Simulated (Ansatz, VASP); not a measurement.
One calculation of Pb, two programs

```
Pb
1.0
     0.00000    2.10179    2.10179
     2.10179    0.00000    2.10179
     2.10179    2.10179    0.00000
Pb
1
Cartesian
  0.0000 0.0000 0.0000
```

Change from the starting cell: volume scaled by 0.58, LAPW.

Alike in both runs: task single point; functional PBE; k mesh 14 × 14 × 14; occupations fermi-dirac, width 0.05 eV; no spin polarisation.

|  | VASP | Ansatz |
| --- | --- | --- |
| version | VASP 6.6.1 | Ansatz 0.2.0 |
| potentials or method | VASP PAW PBE potentials, release 64 (Pb_d), cutoff 500 eV | all-electron LAPW, scalar-relativistic |

|  | VASP | Ansatz | Ansatz less VASP |
| --- | --- | --- | --- |
| pressure (GPa) | 81.5 | 81.6 | +0.12 |

Both programs put the cell under a high pressure, so it lies far from rest at this level. Ansatz ran all-electron here, and VASP with PAW potentials.

Spin-orbit coupling is off throughout. Noted on VASP's run: the cell as given lies far from equilibrium.
